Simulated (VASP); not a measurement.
Runs of VASP 6.6.1 on NaCl. The structure is that of space group Fm-3m (No. 225), or close to it. The cells are those of the table. 

```tsv
level	cell	k mesh	smearing	grid for exact exchange (PRECFOCK)	screening parameter	gap on the mesh (eV)	pressure (GPa)
PBE	a = 3.964, b = 3.964, c = 3.976 Å, angles 59.9, 59.9, 59.8°, 2 atoms	8 × 8 × 8	fermi-dirac 0.02 eV	-	-	(b)	1.2
r2SCAN	a = 3.849 Å, angles 60.0°, 2 atoms	8 × 8 × 8	gaussian 0.01 eV	-	-	6.40	(d)
PBE	a = 4.011, b = 4.011, c = 3.964 Å, angles 60.4, 60.4, 59.2°, 2 atoms	8 × 8 × 8	fermi-dirac 0.02 eV	-	-	5.08	0.6
r2SCAN	a = 3.964, b = 3.964, c = 3.976 Å, angles 59.9, 59.9, 59.8°, 2 atoms	8 × 8 × 8	gaussian 0.01 eV	-	-	5.99	-0.1
PBE	a = 3.849 Å, angles 60.0°, 2 atoms	8 × 8 × 8	fermi-dirac 0.02 eV	-	-	5.55	(a)
r2SCAN	a = 4.011, b = 4.011, c = 3.964 Å, angles 60.4, 60.4, 59.2°, 2 atoms	8 × 8 × 8	gaussian 0.01 eV	-	-	5.89	(c)
HSE06	a = 3.849 Å, angles 60.0°, 2 atoms	6 × 6 × 6	gaussian 0.01 eV	Normal	0.2079 1/Å	6.95	3.7
```

Alike in all rows: task single point; potentials or basis VASP PAW PBE potentials, release 64 (Na_pv, Cl); no spin polarisation; cutoff (eV) 520.

Task: Estimate the missing entries.

Result: (a) 4.4; (b) 5.17; (c) -0.8; (d) 2.7.

Caveats: the PAW data sets were made with another functional, which shifts forces and pressure a little (some runs).

A k mesh can miss the band edges.
